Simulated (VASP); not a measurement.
# Mo in VASP: a series of runs

Mo is run at these levels: PBE; tasks: single point.

All numbers are computed with VASP 6.6.1; they aren't measurements. Logs are shortened: lines on timing, memory, paths and dates and some standing lists are left out, and cuts for length are marked.

## 1. The cell of the first run

The cell holds a slab with vacuum, 5 atoms: a = 2.721 Å, b = 2.721 Å, c = 23.887 Å, α = 90.00°, β = 90.00°, γ = 109.47°.

## 2. Single point, PBE

INCAR

```
SYSTEM = Mo
PREC = Accurate
ENCUT = 520
EDIFF = 1E-6
ISMEAR = -1
SIGMA = 0.05
LREAL = .FALSE.
LASPH = .TRUE.
NELM = 100
ALGO = Normal
ISIF = 2
LWAVE = .FALSE.
LCHARG = .FALSE.
LDIPOL = .TRUE.
IDIPOL = 3
DIPOL = 0.5 0.5 0.501
GGA = PE
NBANDS = 43
```

KPOINTS

```
Automatic mesh
0
G
  10 10 1
  0 0 0
```

POSCAR

```
Mo
1.0
    2.7210518187      0.0000000000      0.0000000000
   -0.9070172729      2.5654322573      0.0000000000
    0.0000000000      0.0000000000     23.8869180260
Mo
5
Direct
    0.5000000000      0.5000000000      0.3139793921
    0.0000000000      0.0000000000      0.4069896960
    0.5000000000      0.5000000000      0.5014153529
    0.0000000000      0.0000000000      0.5960895280
    0.5000000000      0.5000000000      0.6861278947
```

Potentials or basis: VASP PAW PBE potentials, release 64 (Mo_sv).

Started as:

```bash
$ cat potpaw_PBE.64/Mo_sv/POTCAR > POTCAR
$ mpirun -np 1 vasp_std > vasp.out
```

OUTCAR:

```text
SYSTEM = Mo
   PREC = Accurate
   ENCUT = 520
   EDIFF = 1E-6
   ISMEAR = -1
   LREAL = .FALSE.
   LASPH = .TRUE.
   NELM = 100
   ISIF = 2
   GGA = PE

 ion  position               nearest neighbor table
   1  0.500  0.500  0.314-   2 2.72   2 2.72   2 3.14   2 3.14
   2  0.000  0.000  0.407-   1 2.72   1 2.72   3 2.75   3 2.75   1 3.14   1 3.14   3 3.17   3 3.17

   3  0.500  0.500  0.501-   2 2.75   2 2.75   4 2.75   4 2.75   2 3.17   2 3.17   4 3.17   4 3.17

   4  0.000  0.000  0.596-   5 2.66   5 2.66   3 2.75   3 2.75   5 3.09   5 3.09   3 3.17   3 3.17

   5  0.500  0.500  0.686-   4 2.66   4 2.66   4 3.09   4 3.09

  LATTYP: Found a base centered orthorhombic cell.
 ALAT       =     3.1420000000
 B/A-ratio  =     1.4142135624
 C/A-ratio  =     7.6024564054

  Lattice vectors:

 A1 = (   2.7210518187,   0.0000000000,   0.0000000000)
 A2 = (  -0.9070172729,   2.5654322573,   0.0000000000)
 A3 = (   0.0000000000,   0.0000000000,  23.8869180260)

Analysis of symmetry for initial positions (statically):
=====================================================================
 Subroutine PRICEL returns:
 Original cell was already a primitive cell.

 Routine SETGRP: Setting up the symmetry group for a
 base centered orthorhombic supercell.

 Subroutine GETGRP returns: Found  4 space group operations
 (whereof  4 operations were pure point group operations)
 out of a pool of  8 trial point group operations.

The static configuration has the point symmetry C_2v.

Analysis of symmetry for dynamics (positions and initial velocities):
=====================================================================
 Subroutine PRICEL returns:
 Original cell was already a primitive cell.

 Routine SETGRP: Setting up the symmetry group for a
 base centered orthorhombic supercell.

 Subroutine GETGRP returns: Found  4 space group operations
 (whereof  4 operations were pure point group operations)
 out of a pool of  8 trial point group operations.

The dynamic configuration has the point symmetry C_2v.

 Subroutine INISYM returns: Found  4 space group operations
 (whereof  4 operations are pure point group operations),
 and found     1 'primitive' translations

----------------------------------------------------------------------------------------

                                     Primitive cell

  volume of cell :     166.7468

  direct lattice vectors                    reciprocal lattice vectors
     2.721051819  0.000000000  0.000000000     0.367504945  0.129932619  0.000000000
    -0.907017273  2.565432257  0.000000000     0.000000000  0.389797858  0.000000000
     0.000000000  0.000000000 23.886918026     0.000000000  0.000000000  0.041863919

  length of vectors
     2.721051819  2.721051819 23.886918026     0.389797858  0.389797858  0.041863919

  position of ions in fractional coordinates (direct lattice)
     0.500000000  0.500000000  0.313979392
     0.000000000  0.000000000  0.406989696
     0.500000000  0.500000000  0.501415353
     0.000000000  0.000000000  0.596089528
     0.500000000  0.500000000  0.686127895

  ion indices of the primitive-cell ions
   primitive index   ion index
                 1           1
                 2           2
                 3           3
                 4           4
                 5           5

----------------------------------------------------------------------------------------

 KPOINTS: Automatic mesh

Automatic generation of k-mesh.
 Grid dimensions read from file:
 generate k-points for:   10   10    1

 Generating k-lattice:

  Cartesian coordinates                     Fractional coordinates (reciprocal lattice)
     0.036750495  0.012993262  0.000000000     0.100000000  0.000000000  0.000000000
     0.000000000  0.038979786  0.000000000     0.000000000  0.100000000  0.000000000
     0.000000000  0.000000000  0.041863919     0.000000000  0.000000000  1.000000000

  Length of vectors
     0.038979786  0.038979786  0.041863919

  Shift w.r.t. Gamma in fractional coordinates (k-lattice)
     0.000000000  0.000000000  0.000000000

 Subroutine IBZKPT returns following result:
 ===========================================

 Found     31 irreducible k-points:

 Following reciprocal coordinates:
            Coordinates               Weight
  0.000000  0.000000  0.000000      1.000000
  0.100000 -0.000000  0.000000      4.000000
  0.200000 -0.000000  0.000000      4.000000
  0.300000 -0.000000  0.000000      4.000000
  0.400000 -0.000000  0.000000      4.000000
  0.500000 -0.000000  0.000000      2.000000
[... 16 lines left out ...]
  0.300000  0.300000  0.000000      2.000000
  0.400000  0.300000  0.000000      4.000000
 [... further k-points ...]
   k-points           NKPTS =     31   k-points in BZ     NKDIM =     31   number of bands    NBANDS=     43
   number of dos      NEDOS =    301   number of ions     NIONS =      5
   total plane-waves  NPLWV =  72000
   dimension x,y,z NGX =    20 NGY =   20 NGZ =  180
   dimension x,y,z NGXF=    40 NGYF=   40 NGZF=  360
   ions per type =               5
   NGX,Y,Z   is equivalent  to a cutoff of  12.22, 12.22, 12.53 a.u.
   NGXF,Y,Z  is equivalent  to a cutoff of  24.44, 24.44, 25.05 a.u.
 SYSTEM =  Mo
   PREC   = accura    normal or accurate (medium, high low for compatibility)
   ISTART =      0    job   : 0-new  1-cont  2-samecut
   ICHARG =      2    charge: 1-file 2-atom 10-const
   ISPIN  =      1    spin polarized calculation?
   LNONCOLLINEAR =      F non collinear calculations
   LSORBIT =      F    spin-orbit coupling
   LASPH  =      T    aspherical Exc in radial PAW
   ENCUT  =  520.0 eV  38.22 Ry    6.18 a.u.   5.06  5.06 44.41*2*pi/ulx,y,z
   NELM   =    100;   NELMIN=  2; NELMDL= -5     # of ELM steps
   EDIFF  = 0.1E-05   stopping-criterion for ELM
   LREAL  =      F    real-space projection
   EDIFFG = 0.1E-04   stopping-criterion for IOM
   NSW    =      0    number of steps for IOM
   IBRION =     -1    ionic relax: 0-MD 1-quasi-New 2-CG
   NFREE  =      0    steps in history (QN), initial steepest desc. (CG)
   ISIF   =      2    stress and relaxation
   ISYM   =      2    0-nonsym 1-usesym 2-fastsym
   POTIM  = 0.5000    time-step for ionic-motion
   TEBEG  =    0.0;   TEEND  =   0.0 temperature during run
   PSTRESS=    0.0 pullay stress
   NELECT =      70.0000    total number of electrons
   NUPDOWN=      -1.0000    fix difference up-down
   EMIN   =  10.00;   EMAX   =-10.00  energy-range for DOS
   EFERMI =   0.00;   METHOD = LEGACY
   ISMEAR =    -1;   SIGMA  =   0.05  broadening in eV -4-tet -1-fermi 0-gaus
   EFERMI_NEDOS =   21; number of points for ismear=-14 and -15
   IALGO  =     38    algorithm
   IMIX   =      4    mixing-type and parameters
     AMIX     =   0.40;   BMIX     =  1.00
     AMIX_MAG =   1.60;   BMIX_MAG =  1.00
  volume/ion in A,a.u.               =      33.35       225.05
  Fermi-wavevector in a.u.,A,eV,Ry     =   1.225806  2.316437 20.444113  1.502600
  Thomas-Fermi vector in A             =   2.360830
   LORBIT       =      0    0 simple, 1 ext, 2 COOP (PROOUT), +10 PAW based schemes
   GGA     = PE    functional components
   LHFCALC =     F    Hartree Fock is set to
   AEXX    =    0.0000 exact exchange contribution
   IVDW    =     0    specifies the selected vdW correction
   LEPSILON=     F    determine dielectric tensor
   LRPA    =     F    only Hartree local field effects (RPA)
 non-spin polarized calculation
  energy-cutoff  :      520.00
  volume of cell :      166.75
 maximum number of plane-waves:      4558
   NGX = 11   NGY = 11   NGZ = 89

 dipolmoment           0.000000      0.000000      0.005284 electrons x Angstroem

 number of electron      69.9999986 magnetization

 dipolmoment           0.000000      0.000000     -0.003845 electrons x Angstroem

 Free energy of the ion-electron system (eV)
  ---------------------------------------------------
  ext. energy  EPLUGINS =         0.00000000
  ---------------------------------------------------
  free energy    TOTEN  =       -52.21708717 eV

  energy without entropy =      -52.17725910  energy(sigma->0) =      -52.19717314

 E-fermi :   3.5789     XC(G=0):  -7.1507

 val. band max:        3.5582014407   @ k =  -0.3000   0.3000   0.0000
 cond. band min:       3.5891228762   @ k =  -0.2000   0.1000   0.0000
 fundamental gap:      0.0309214356
 Fermi energy:         3.5788877005

 k-point     1 :       0.0000    0.0000    0.0000
  band No.  band energies     occupation
      1     -57.7744      2.00000
      2     -57.7143      2.00000
      3     -57.6038      2.00000
      4     -57.4239      2.00000
      5     -57.4030      2.00000
      6     -32.3412      2.00000
[... 35 lines left out ...]
     42       4.9719      0.00000
     43       5.2092      0.00000

 k-point     2 :       0.1000   -0.0000    0.0000
  band No.  band energies     occupation
      1     -57.7567      2.00000
      2     -57.6995      2.00000
      3     -57.5934      2.00000
      4     -57.4128      2.00000
      5     -57.3927      2.00000
      6     -32.3057      2.00000
[... 35 lines left out ...]
     42       4.8995      0.00000
     43       5.1480      0.00000

 k-point     3 :       0.2000   -0.0000    0.0000
  band No.  band energies     occupation
      1     -57.7090      2.00000
      2     -57.6603      2.00000
      3     -57.5673      2.00000
      4     -57.3836      2.00000
      5     -57.3656      2.00000
      6     -32.2113      2.00000
[... 919 lines left out ...]
      6     -32.1488      2.00000
[... 35 lines left out ...]
     42       5.7964      0.00000
     43       5.8373      0.00000

 k-point    24 :       0.4000    0.3000    0.0000
  band No.  band energies     occupation
      1     -57.5180      2.00000
      2     -57.4996      2.00000
      3     -57.4499      2.00000
      4     -57.2473      2.00000
      5     -57.2338      2.00000
      6     -32.2019      2.00000
[... 35 lines left out ...]
     42       5.9075      0.00000
     43       6.0608      0.00000

 [... further k-points ...]

------------------------ aborting loop because EDIFF is reached ----------------------------------------

 vacuum level on the upper side and lower side of the slab       (xc-potential included)        -0.213        -0.136

  FORCE on cell =-STRESS in cart. coord.  units (eV):
  Direction    XX          YY          ZZ          XY          YZ          ZX
  --------------------------------------------------------------------------------------
  -------------------------------------------------------------------------------------
  Total       -1.8845101     -1.8712860     -1.0214504      0.0187018      0.0000000      0.0000000
  in kB      -18.1072116    -17.9801480     -9.8145496      0.1796950      0.0000000      0.0000000
  external PRESSURE =     -15.3006364 kB  Pullay stress =       0.0000000 kB

 VOLUME and BASIS-vectors are now :
 -----------------------------------------------------------------------------
  energy-cutoff  :      520.00
  volume of cell :      166.75
      direct lattice vectors                 reciprocal lattice vectors
     2.721051819  0.000000000  0.000000000     0.367504945  0.129932619  0.000000000
    -0.907017273  2.565432257  0.000000000     0.000000000  0.389797858  0.000000000
     0.000000000  0.000000000 23.886918026     0.000000000  0.000000000  0.041863919

 POSITION                                       TOTAL-FORCE (eV/Angst)
 -----------------------------------------------------------------------------------
      0.90702      1.28272      7.50000        -0.000000      0.000000      0.453140
      0.00000      0.00000      9.72173         0.000000      0.000000     -0.456686
      0.90702      1.28272     11.97727        -0.000000      0.000000      0.005459
      0.00000      0.00000     14.23874        -0.000000      0.000000     -0.004047
      0.90702      1.28272     16.38948        -0.000000      0.000000      0.002133
 -----------------------------------------------------------------------------------
    total drift:                               -0.000000     -0.000000      0.000153

  FREE ENERGIE OF THE ION-ELECTRON SYSTEM (eV)
  ---------------------------------------------------
  free  energy   TOTEN  =       -52.2170871727 eV

  energy  without entropy=      -52.1772591022  energy(sigma->0) =      -52.19717314

 vacuum level on the upper side and lower side of the slab         8.009         8.081
```

Run time: 13 min. Hardware: 1 thread of AMD EPYC 7R13, shared host; peak memory 0.31 GiB.

What came out:

| Property | Result |
| --- | --- |
| Free energy | -52.2171 eV |
| Largest force | 0.457 eV/Å |
| Band gap on the k mesh | zero (bands 35 and 36 overlap by 2.16 eV) |

Forces on the atoms (eV/Å):
```
Mo   0.000  0.000  0.453
Mo   0.000  0.000 -0.457
Mo   0.000  0.000  0.005
Mo   0.000  0.000 -0.004
Mo   0.000  0.000  0.002
```

## 3. Single point, PBE

INCAR

```
SYSTEM = Mo
  PREC = Accurate
  ENCUT = 520
  EDIFF = 1E-6
  ISMEAR = -1
  SIGMA = 0.05
  LREAL = .False.
  LASPH = .True.
  NELM = 100
  ALGO = Normal
  ISIF = 2
  LWAVE = .False.
  LCHARG = .False.
  LDIPOL = .True.
  IDIPOL = 3
  DIPOL = 0.5 0.5 0.501
  GGA = PE
  NBANDS = 43
```

KPOINTS

```
Automatic mesh
0
Gamma
  10 10 1
  0 0 0
```

POSCAR

```
Mo
1.0
    2.7210518187      0.0000000000      0.0000000000
   -0.9070172729      2.5654322573      0.0000000000
    0.0000000000      0.0000000000     23.8869180260
Mo
5
Direct
    0.5000000000      0.5000000000      0.3139793921
    0.0000000000      0.0000000000      0.4069896960
    0.5000000000      0.5000000000      0.5013627722
    0.0000000000      0.0000000000      0.5959960380
    0.5000000000      0.5000000000      0.6859365867
```

Potentials or basis: VASP PAW PBE potentials, release 64 (Mo_sv).

Started as:

```bash
$ cat potpaw_PBE.64/Mo_sv/POTCAR > POTCAR
$ mpirun -np 1 vasp_std > vasp.out
```

OUTCAR:

```text
SYSTEM = Mo
   PREC = Accurate
   ENCUT = 520
   EDIFF = 1E-6
   ISMEAR = -1
   LREAL = .False.
   LASPH = .True.
   NELM = 100
   ISIF = 2
   GGA = PE

 ion  position               nearest neighbor table
   1  0.500  0.500  0.314-   2 2.72   2 2.72   2 3.14   2 3.14
   2  0.000  0.000  0.407-   1 2.72   1 2.72   3 2.75   3 2.75   1 3.14   1 3.14   3 3.17   3 3.17

   3  0.500  0.500  0.501-   2 2.75   2 2.75   4 2.75   4 2.75   2 3.17   2 3.17   4 3.17   4 3.17

   4  0.000  0.000  0.596-   5 2.66   5 2.66   3 2.75   3 2.75   5 3.09   5 3.09   3 3.17   3 3.17

   5  0.500  0.500  0.686-   4 2.66   4 2.66   4 3.09   4 3.09

  LATTYP: Found a base centered orthorhombic cell.
 ALAT       =     3.1420000000
[... 1313 lines left out ...]
  Total       -1.8373426     -1.8307819     -0.9413589      0.0092783      0.0000000      0.0000000
  in kB      -17.6540050    -17.5909665     -9.0449949      0.0891499      0.0000000      0.0000000
  external PRESSURE =     -14.7633221 kB  Pullay stress =       0.0000000 kB

 VOLUME and BASIS-vectors are now :
 -----------------------------------------------------------------------------
  energy-cutoff  :      520.00
  volume of cell :      166.75
      direct lattice vectors                 reciprocal lattice vectors
     2.721051819  0.000000000  0.000000000     0.367504945  0.129932619  0.000000000
    -0.907017273  2.565432257  0.000000000     0.000000000  0.389797858  0.000000000
     0.000000000  0.000000000 23.886918026     0.000000000  0.000000000  0.041863919

 POSITION                                       TOTAL-FORCE (eV/Angst)
 -----------------------------------------------------------------------------------
      0.90702      1.28272      7.50000         0.000000      0.000000      0.452701
      0.00000      0.00000      9.72173        -0.000000      0.000000     -0.465857
      0.90702      1.28272     11.97601         0.000000      0.000000      0.006068
      0.00000      0.00000     14.23651         0.000000      0.000000     -0.012353
      0.90702      1.28272     16.38491         0.000000      0.000000      0.019442
 -----------------------------------------------------------------------------------
    total drift:                               -0.000000     -0.000000      0.000069

  FREE ENERGIE OF THE ION-ELECTRON SYSTEM (eV)
  ---------------------------------------------------
  free  energy   TOTEN  =       -52.2170497233 eV

  energy  without entropy=      -52.1772907485  energy(sigma->0) =      -52.19717024

 vacuum level on the upper side and lower side of the slab         8.014         8.078
```

OSZICAR:

```text
N       E                     dE             d eps       ncg     rms          rms(c)
DAV:   1     0.829679140479E+03    0.82968E+03   -0.45336E+04  3234   0.155E+03
DAV:   2    -0.267688461901E+02   -0.85645E+03   -0.83941E+03  3033   0.483E+02
DAV:   3    -0.551591296131E+02   -0.28390E+02   -0.27398E+02  3530   0.796E+01
[... 23 lines left out ...]
DAV:  27    -0.522170274801E+02   -0.18727E-04   -0.29413E-06  2052   0.658E-03    0.260E-03
DAV:  28    -0.522170435842E+02   -0.16104E-04   -0.73015E-07  1772   0.311E-03    0.222E-03
DAV:  29    -0.522170480984E+02   -0.45142E-05   -0.53703E-07  1648   0.315E-03    0.828E-04
DAV:  30    -0.522170492730E+02   -0.11745E-05   -0.86119E-08  1546   0.105E-03    0.626E-04
DAV:  31    -0.522170497233E+02   -0.45031E-06   -0.42618E-08  1532   0.539E-04
   1 F= -.52217050E+02 E0= -.52197170E+02  d E =-.397590E-01
```

stdout:

```text
POSCAR found type information on POSCAR Mo
 POSCAR found :  1 types and       5 ions
 scaLAPACK will be used
 LDA part: xc-table for (Slater+PW92), standard interpolation
 POSCAR, INCAR and KPOINTS ok, starting setup
 FFT: planning ... GRIDC
 FFT: planning ... GRID_SOFT
 FFT: planning ... GRID
 WAVECAR not read
 entering main loop
```

Wall time 11 min (1 thread of AMD EPYC 7R13, shared host); peak memory 0.31 GiB.

What came out:

```yaml
Free_energy: -52.2170 eV
Largest_force: 0.466 eV/Å
Band_gap_on_the_k_mesh: zero (bands 35 and 36 overlap by 2.16 eV)
```

Forces in eV/Å, atoms in the order of the input:
```
Mo   0.000  0.000  0.453
Mo   0.000  0.000 -0.466
Mo   0.000  0.000  0.006
Mo   0.000  0.000 -0.012
Mo   0.000  0.000  0.019
```

## 4. Single point, PBE

INCAR

```
PREC = Accurate
ENCUT = 520
EDIFF = 1E-6
ISMEAR = -1
SIGMA = 0.05
LREAL = F
LASPH = T
NELM = 60
ALGO = Normal
ISIF = 2
LWAVE = F
LCHARG = F
LDIPOL = T
IDIPOL = 3
DIPOL = 0.5 0.5 0.501
GGA = PE
NBANDS = 43
```

KPOINTS

```
Automatic mesh
0
Gamma
  10 10 1
```

POSCAR

```
Mo
1.0
    2.7210518187      0.0000000000      0.0000000000
   -0.9070172729      2.5654322573      0.0000000000
    0.0000000000      0.0000000000     23.8869180260
Mo
5
Direct
    0.5000000000      0.5000000000      0.3139793921
    0.0000000000      0.0000000000      0.4069896960
    0.5000000000      0.5000000000      0.5013175053
    0.0000000000      0.0000000000      0.5958565950
    0.5000000000      0.5000000000      0.6857758355
```

Started as:

```bash
$ cat potpaw_PBE.64/Mo_sv/POTCAR > POTCAR
$ mpirun -np 1 vasp_std > vasp.out
```

Wall time 11 min (1 thread of AMD EPYC 7R13, shared host); peak memory 0.31 GiB.

It converged, with:

```yaml
Free_energy: -52.2170 eV
Largest_force: 0.473 eV/Å
Band_gap_on_the_k_mesh: zero (bands 35 and 36 overlap by 2.16 eV)
```

Forces in eV/Å, atoms in the order of the input:
```
Mo   0.000  0.000  0.452
Mo   0.000  0.000 -0.473
Mo   0.000  0.000 -0.001
Mo   0.000  0.000 -0.002
Mo   0.000  0.000  0.025
```

Levels at points of the mesh, in eV from the Fermi level:
```
           k point  band 31  band 32  band 33  band 34  band 35  band 36  band 37  band 38  band 39  band 40
(0.00, 0.00, 0.00)    -1.56    -1.48    -1.35    -1.06    -0.93    -0.21     0.36     1.06     1.20     1.29
(0.50, 0.00, 0.00)    -1.35    -0.75    -0.16     0.82     1.40     1.43     1.43     1.66     1.73     1.92
(0.50, 0.50, 0.00)    -1.29    -0.49     0.48     0.60     0.74     1.31     1.50     1.76     2.51     3.13
```
